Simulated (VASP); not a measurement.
# Zn2S (P6/mmm) in VASP: notebook

Zn2S is run at these levels: PBE; tasks: relaxation of cell and atoms, single point.

All numbers are computed with VASP 6.6.1; they aren't measurements. Logs are shortened: lines on timing, memory, paths and dates and some standing lists are left out, and cuts for length are marked.

## 1. The cell of the first run

The structure is hexagonal, space group P6/mmm (No. 191). The conventional cell has a = 3.667 Å, b = 3.667 Å, c = 3.960 Å, α = 90.00°, β = 90.00°, γ = 120.00°. Within 2.8 Å of Zn (site symmetry -6m2) lie 3 Zn at 2.12 Å. S (site symmetry 6/mmm) has 12 Zn at 2.90 Å and 6 S at 3.67 Å within 3.8 Å.

## 2. Relaxation of cell and atoms, PBE

INCAR

```
SYSTEM = Zn2S
PREC = Accurate ; ENCUT = 600
EDIFF = 1E-6 ; ISMEAR = 0
SIGMA = 0.1 ; LREAL = .False.
LASPH = .True. ; NELM = 60
ALGO = Normal ; ISIF = 3
LWAVE = .False. ; LCHARG = .False.
GGA = PE ; IBRION = 2
NSW = 90 ; EDIFFG = -0.04
```

KPOINTS

```
Automatic mesh
0
Gamma
  6 6 4
  0 0 0
```

POSCAR

```
Zn2S
1.0
    3.6674366279      0.0000000000      0.0000000000
   -1.8337183139      3.1760932865      0.0000000000
    0.0000000000      0.0000000000      3.9598568241
Zn S
2 1
Direct
    0.3333333333      0.6666666667      0.5000000000
    0.6666666667      0.3333333333      0.5000000000
    0.0000000000      0.0000000000      0.0000000000
```

Potentials or basis: VASP PAW PBE potentials, release 64 (Zn, S).

On the command line:

```bash
cat potpaw_PBE.64/Zn/POTCAR potpaw_PBE.64/S/POTCAR > POTCAR
mpirun -np 1 vasp_std > vasp.out
```

OUTCAR:

```text
SYSTEM = Zn2S
   PREC = Accurate
   ENCUT = 600
   EDIFF = 1E-6
   ISMEAR = 0
   LREAL = .False.
   LASPH = .True.
   NELM = 60
   ISIF = 3
   GGA = PE
   IBRION = 2
   NSW = 90
   EDIFFG = -0.04

 ion  position               nearest neighbor table
   1  0.333  0.667  0.500-   2 2.12   2 2.12   2 2.12   3 2.90   3 2.90   3 2.90   3 2.90   3 2.90
                             3 2.90
   2  0.667  0.333  0.500-   1 2.12   1 2.12   1 2.12   3 2.90   3 2.90   3 2.90   3 2.90   3 2.90
                             3 2.90
   3  0.000  0.000  0.000-   1 2.90   2 2.90   1 2.90   2 2.90   1 2.90   1 2.90   2 2.90   2 2.90
                             2 2.90   2 2.90   1 2.90   1 2.90

  LATTYP: Found a hexagonal cell.
 ALAT       =     3.6674366279
 C/A-ratio  =     1.0797342193

  Lattice vectors:

 A1 = (   3.6674366279,   0.0000000000,   0.0000000000)
 A2 = (  -1.8337183139,   3.1760932865,   0.0000000000)
 A3 = (   0.0000000000,   0.0000000000,   3.9598568241)

Analysis of symmetry for initial positions (statically):
=====================================================================
 Subroutine PRICEL returns:
 Original cell was already a primitive cell.

 Routine SETGRP: Setting up the symmetry group for a
 hexagonal supercell.

 Subroutine GETGRP returns: Found 24 space group operations
 (whereof 24 operations were pure point group operations)
 out of a pool of 24 trial point group operations.

The static configuration has the point symmetry D_6h.

Analysis of symmetry for dynamics (positions and initial velocities):
=====================================================================
 Subroutine PRICEL returns:
 Original cell was already a primitive cell.

 Routine SETGRP: Setting up the symmetry group for a
 hexagonal supercell.

 Subroutine GETGRP returns: Found 24 space group operations
 (whereof 24 operations were pure point group operations)
 out of a pool of 24 trial point group operations.

The dynamic configuration has the point symmetry D_6h.

 Subroutine INISYM returns: Found 24 space group operations
 (whereof 24 operations are pure point group operations),
 and found     1 'primitive' translations

----------------------------------------------------------------------------------------

                                     Primitive cell

  volume of cell :      46.1249

  direct lattice vectors                    reciprocal lattice vectors
     3.667436628  0.000000000  0.000000000     0.272670015  0.157426107  0.000000000
    -1.833718314  3.176093287  0.000000000     0.000000000  0.314852213  0.000000000
     0.000000000  0.000000000  3.959856824     0.000000000  0.000000000  0.252534383

  length of vectors
     3.667436628  3.667436628  3.959856824     0.314852213  0.314852213  0.252534383

  position of ions in fractional coordinates (direct lattice)
     0.333333333  0.666666667  0.500000000
     0.666666667  0.333333333  0.500000000
     0.000000000  0.000000000  0.000000000

  ion indices of the primitive-cell ions
   primitive index   ion index
                 1           1
                 2           2
                 3           3

----------------------------------------------------------------------------------------

 KPOINTS: Automatic mesh

Automatic generation of k-mesh.
 Grid dimensions read from file:
 generate k-points for:    6    6    4

 Generating k-lattice:

  Cartesian coordinates                     Fractional coordinates (reciprocal lattice)
     0.045445002  0.026237684  0.000000000     0.166666667  0.000000000  0.000000000
     0.000000000  0.052475369  0.000000000     0.000000000  0.166666667  0.000000000
     0.000000000  0.000000000  0.063133596     0.000000000  0.000000000  0.250000000

  Length of vectors
     0.052475369  0.052475369  0.063133596

  Shift w.r.t. Gamma in fractional coordinates (k-lattice)
     0.000000000  0.000000000  0.000000000

 Subroutine IBZKPT returns following result:
 ===========================================

 Found     21 irreducible k-points:

 Following reciprocal coordinates:
            Coordinates               Weight
  0.000000  0.000000  0.000000      1.000000
  0.166667 -0.000000  0.000000      6.000000
  0.333333  0.000000  0.000000      6.000000
  0.500000  0.000000  0.000000      3.000000
  0.166667  0.166667  0.000000      6.000000
  0.333333  0.166667  0.000000     12.000000
[... 13 lines left out ...]
  0.333333  0.166667  0.500000     12.000000
  0.333333  0.333333  0.500000      2.000000
   k-points           NKPTS =     21   k-points in BZ     NKDIM =     21   number of bands    NBANDS=     19
   number of dos      NEDOS =    301   number of ions     NIONS =      3
   total plane-waves  NPLWV =  28800
   dimension x,y,z NGX =    30 NGY =   30 NGZ =   32
   dimension x,y,z NGXF=    60 NGYF=   60 NGZF=   64
   ions per type =               2   1
   NGX,Y,Z   is equivalent  to a cutoff of  13.60, 13.60, 13.43 a.u.
   NGXF,Y,Z  is equivalent  to a cutoff of  27.20, 27.20, 26.87 a.u.
 SYSTEM =  Zn2S
   PREC   = accura    normal or accurate (medium, high low for compatibility)
   ISTART =      0    job   : 0-new  1-cont  2-samecut
   ICHARG =      2    charge: 1-file 2-atom 10-const
   ISPIN  =      1    spin polarized calculation?
   LNONCOLLINEAR =      F non collinear calculations
   LSORBIT =      F    spin-orbit coupling
   LASPH  =      T    aspherical Exc in radial PAW
   ENCUT  =  600.0 eV  44.10 Ry    6.64 a.u.   7.32  7.32  7.91*2*pi/ulx,y,z
   NELM   =     60;   NELMIN=  2; NELMDL= -5     # of ELM steps
   EDIFF  = 0.1E-05   stopping-criterion for ELM
   LREAL  =      F    real-space projection
   EDIFFG = -.4E-01   stopping-criterion for IOM
   NSW    =     90    number of steps for IOM
   IBRION =      2    ionic relax: 0-MD 1-quasi-New 2-CG
   NFREE  =      1    steps in history (QN), initial steepest desc. (CG)
   ISIF   =      3    stress and relaxation
   ISYM   =      2    0-nonsym 1-usesym 2-fastsym
   POTIM  = 0.5000    time-step for ionic-motion
   TEBEG  =    0.0;   TEEND  =   0.0 temperature during run
   PSTRESS=    0.0 pullay stress
   NELECT =      30.0000    total number of electrons
   NUPDOWN=      -1.0000    fix difference up-down
   EMIN   =  10.00;   EMAX   =-10.00  energy-range for DOS
   EFERMI =   0.00;   METHOD = LEGACY
   ISMEAR =     0;   SIGMA  =   0.10  broadening in eV -4-tet -1-fermi 0-gaus
   EFERMI_NEDOS =   21; number of points for ismear=-14 and -15
   IALGO  =     38    algorithm
   IMIX   =      4    mixing-type and parameters
     AMIX     =   0.40;   BMIX     =  1.00
     AMIX_MAG =   1.60;   BMIX_MAG =  1.00
  volume/ion in A,a.u.               =      15.37       103.76
  Fermi-wavevector in a.u.,A,eV,Ry     =   1.418415  2.680417 27.373595  2.011903
  Thomas-Fermi vector in A             =   2.539543
   LORBIT       =      0    0 simple, 1 ext, 2 COOP (PROOUT), +10 PAW based schemes
   GGA     = PE    functional components
   LHFCALC =     F    Hartree Fock is set to
   AEXX    =    0.0000 exact exchange contribution
   IVDW    =     0    specifies the selected vdW correction
   LEPSILON=     F    determine dielectric tensor
   LRPA    =     F    only Hartree local field effects (RPA)
 conjugate gradient relaxation of ions
 non-spin polarized calculation
 Gauss-broadening in eV      SIGMA  =   0.10
  energy-cutoff  :      600.00
  volume of cell :       46.12
 maximum number of plane-waves:      1564
 NGX is ok and might be reduce to    30
   NGX = 15   NGY = 15   NGZ = 15

--------------------------------------- Ionic step        1  -------------------------------------------

 number of electron      29.9999997 magnetization

 Free energy of the ion-electron system (eV)
  ---------------------------------------------------
  ext. energy  EPLUGINS =         0.00000000
  ---------------------------------------------------
  free energy    TOTEN  =        -4.13590905 eV

  energy without entropy =       -4.12959143  energy(sigma->0) =       -4.13275024

------------------------ aborting loop because EDIFF is reached ----------------------------------------

  FORCE on cell =-STRESS in cart. coord.  units (eV):
  Direction    XX          YY          ZZ          XY          YZ          ZX
  --------------------------------------------------------------------------------------
  -------------------------------------------------------------------------------------
  Total       11.2914737     11.2914737     -1.0189138      0.0000000      0.0000000      0.0000000
  in kB      392.2164991    392.2164991    -35.3926180      0.0000000      0.0000000      0.0000000
  external PRESSURE =     249.6801267 kB  Pullay stress =       0.0000000 kB

 VOLUME and BASIS-vectors are now :
 -----------------------------------------------------------------------------
  energy-cutoff  :      600.00
  volume of cell :       46.12
      direct lattice vectors                 reciprocal lattice vectors
     3.667436628  0.000000000  0.000000000     0.272670015  0.157426107  0.000000000
    -1.833718314  3.176093287  0.000000000     0.000000000  0.314852213  0.000000000
     0.000000000  0.000000000  3.959856824     0.000000000  0.000000000  0.252534383

 POSITION                                       TOTAL-FORCE (eV/Angst)
 -----------------------------------------------------------------------------------
     -0.00000      2.11740      1.97993        -0.000000      0.000000     -0.000000
      1.83372      1.05870      1.97993         0.000000      0.000000      0.000000
      0.00000      0.00000      0.00000         0.000000      0.000000      0.000000
 -----------------------------------------------------------------------------------
    total drift:                                0.000000      0.000000      0.000000

  FREE ENERGIE OF THE ION-ELECTRON SYSTEM (eV)
  ---------------------------------------------------
  free  energy   TOTEN  =        -4.1359090534 eV

  energy  without entropy=       -4.1295914343  energy(sigma->0) =       -4.13275024

--------------------------------------- Ionic step        2  -------------------------------------------

 number of electron      30.0000024 magnetization

 E-fermi :   1.6873     XC(G=0):  -9.7431

 val. band max:        1.6659642631   @ k =   0.5000   0.0000   0.2500
 cond. band min:       1.7810012380   @ k =   0.3333   0.0000   0.2500
 fundamental gap:      0.1150369749
 Fermi energy:         1.6873259098

 k-point     1 :       0.0000    0.0000    0.0000
  band No.  band energies     occupation
      1     -10.5236      2.00000
      2      -5.5540      2.00000
      3      -5.3535      2.00000
      4      -5.3535      2.00000
      5      -5.2590      2.00000
      6      -5.2590      2.00000
[... 11 lines left out ...]
     18       7.3910      0.00000
     19       7.7710      0.00000
[... 571 lines left out ...]
 POSITION                                       TOTAL-FORCE (eV/Angst)
 -----------------------------------------------------------------------------------
     -0.00000      2.39684      1.90881        -0.000000     -0.000000      0.000000
      2.07572      1.19842      1.90881         0.000000      0.000000     -0.000000
      0.00000      0.00000      0.00000        -0.000000      0.000000      0.000000
 -----------------------------------------------------------------------------------
    total drift:                                0.000000      0.000000      0.000000

  FREE ENERGIE OF THE ION-ELECTRON SYSTEM (eV)
  ---------------------------------------------------
  free  energy   TOTEN  =        -5.3861587245 eV

  energy  without entropy=       -5.3802641813  energy(sigma->0) =       -5.38321145

--------------------------------------- Ionic step        6  -------------------------------------------

 number of electron      29.9999969 magnetization

 Free energy of the ion-electron system (eV)
  ---------------------------------------------------
  ext. energy  EPLUGINS =         0.00000000
  ---------------------------------------------------
  free energy    TOTEN  =        -5.39597183 eV

  energy without entropy =       -5.38818137  energy(sigma->0) =       -5.39207660

 E-fermi :   2.7401     XC(G=0): -10.3428

 val. band max:        2.7280040777   @ k =   0.5000   0.0000   0.2500
 cond. band min:       2.8451004710   @ k =   0.3333   0.0000   0.2500
 fundamental gap:      0.1170963933
 Fermi energy:         2.7400913243

 k-point     1 :       0.0000    0.0000    0.0000
  band No.  band energies     occupation
      1     -10.2229      2.00000
      2      -4.8574      2.00000
      3      -4.6031      2.00000
      4      -4.6031      2.00000
      5      -4.4874      2.00000
      6      -4.4874      2.00000
[... 11 lines left out ...]
     18       7.6914      0.00000
     19       8.1601      0.00000
[... 460 lines left out ...]
 POSITION                                       TOTAL-FORCE (eV/Angst)
 -----------------------------------------------------------------------------------
     -0.00000      2.39815      1.86665        -0.000000      0.000000     -0.000000
      2.07686      1.19907      1.86665         0.000000     -0.000000      0.000000
      0.00000      0.00000      0.00000        -0.000000     -0.000000      0.000000
 -----------------------------------------------------------------------------------
    total drift:                                0.000000      0.000000      0.000000

  FREE ENERGIE OF THE ION-ELECTRON SYSTEM (eV)
  ---------------------------------------------------
  free  energy   TOTEN  =        -5.3959718293 eV

  energy  without entropy=       -5.3881813671  energy(sigma->0) =       -5.39207660

 reached required accuracy - stopping structural energy minimisation
```

It took 48 s on 1 thread of Intel Xeon 6975P-C (Granite Rapids), shared host; peak memory 0.18 GiB.

Results:

- Free energy: -5.3960 eV
- Relaxed volume: 18.59 Å³/atom
- Relaxed cell: a = 4.154 Å, b = 4.154 Å, c = 3.733 Å, α = 90.00°, β = 90.00°, γ = 120.00°
- Space group after relaxing (to 0.05 Å): P6/mmm (No. 191)
- Energy gained by relaxing: 420.0 meV/atom
- Ionic steps: 6
- Pressure after relaxing: -0.1 GPa
- Band gap on the k mesh: zero (band 15 reaches 3.98 eV, above the bottom of band 16 at -0.01 eV)

Step by step:
| step | energy change (eV) | largest force (eV/Å) | pressure (GPa) | volume (Å³) |
| --- | --- | --- | --- | --- |
| 1 | 0.0000 | 0.0000 | 24.97 | 46.12 |
| 2 | -1.1156 | 0.0000 | -5.37 | 63.34 |
| 3 | -1.2199 | 0.0000 | -1.22 | 57.87 |
| 4 | -1.2208 | 0.0000 | -1.64 | 58.33 |
| 5 | -1.2502 | 0.0000 | -0.91 | 56.98 |
| 6 | -1.2601 | 0.0000 | -0.10 | 55.78 |

Final structure:
```
Zn S
1.0
     4.15371    0.00000    0.00000
    -2.07686    3.59722    0.00000
     0.00000    0.00000    3.73329
Zn S
2 1
Direct
  0.33333 0.66667 0.50000
  0.66667 0.33333 0.50000
  0.00000 0.00000 0.00000
```

Levels at points of the mesh, in eV from the Fermi level:
| k point | band 12 | band 13 | band 14 | band 15 | band 16 | band 17 | band 18 | band 19 |
| --- | --- | --- | --- | --- | --- | --- | --- | --- |
| (0.00, 0.00, 0.00) | -4.42 | -2.05 | -1.71 | -1.71 | 2.74 | 2.74 | 4.95 | 5.42 |
| (0.50, 0.00, 0.00) | -5.81 | -2.97 | -2.02 | -1.12 | 1.61 | 4.46 | 4.63 | 4.70 |
| (0.00, 0.00, 0.50) | -6.32 | -1.28 | -1.28 | 0.83 | 1.13 | 4.22 | 4.22 | 6.07 |
| (0.50, 0.00, 0.50) | -4.79 | -3.76 | -3.55 | -1.54 | 1.28 | 1.47 | 2.78 | 6.35 |

Caveat: the k points lie up to 0.42 Å⁻¹ apart in the final cell; the volume moved by over 15 % at a fixed basis, so the end points are rough.

(Part 1 of 2 ends here.)
